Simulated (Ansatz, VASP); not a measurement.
## Two plane-wave programs on TaN

```
Ta N
1.0
     0.00000    2.20885    2.12050
     2.20885    0.00000    2.12050
     2.20885    2.20885    0.00000
Ta N
1 1
Direct
  0.50000 0.50000 0.50000
  0.00000 0.00000 0.00000
```

Alike in both runs: task single point; functional PBEsol; k mesh 20 × 20 × 20; occupations gaussian, width 0.15 eV; no spin polarisation.

|  | VASP | Ansatz |
| --- | --- | --- |
| version | VASP 6.6.1 | Ansatz 0.2.0 |
| potentials or method | VASP PAW PBE potentials, release 64 (Ta_sv_GW, N), cutoff 700 eV | scalar-relativistic, plane waves, PAW |
| valence electrons in the cell | 18 | 18 |

```tsv
	VASP	Ansatz	Ansatz less VASP
gap on the k mesh at the Fermi level (eV)	none	none	-
pressure (GPa)	6.0	5.9	-0.05
traceless stress, the component that is largest in VASP (GPa)	20.27	20.20	-0.067
```

VASP's potentials were made for PBE, not for PBEsol. A gap of «none» marks a metal or a gap that the smearing closes. With one functional, cell and mesh, what is left measures potentials, basis and numerics.

Neither program's run includes spin-orbit coupling.
